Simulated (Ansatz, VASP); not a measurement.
## Sr: VASP beside Ansatz

```
CELL_PARAMETERS angstrom
2.90525 0.00000 0.00000
0.00000 2.90525 0.00000
0.00000 0.00000 2.90525
ATOMIC_POSITIONS crystal
Sr 0.00000 0.00000 0.00000
```

Change from the starting cell: volume scaled by 0.43, crystal datasets.

Alike in both runs: task single point; functional PBE; k mesh 10 × 10 × 10; occupations fermi-dirac, width 0.05 eV; no spin polarisation.

|  | VASP | Ansatz |
| --- | --- | --- |
| version | VASP 6.6.1 | Ansatz 0.2.0 |
| potentials or method | VASP PAW PBE potentials, release 64 (Sr_sv), cutoff 520 eV | all-electron PAW with datasets made for the crystal, scalar-relativistic |

```tsv
	VASP	Ansatz	Ansatz less VASP
pressure (GPa)	29.1	28.4	-0.67
```

Both programs put the cell under a high pressure, so it lies far from rest at this level. Ansatz ran all-electron here, and VASP with PAW potentials.
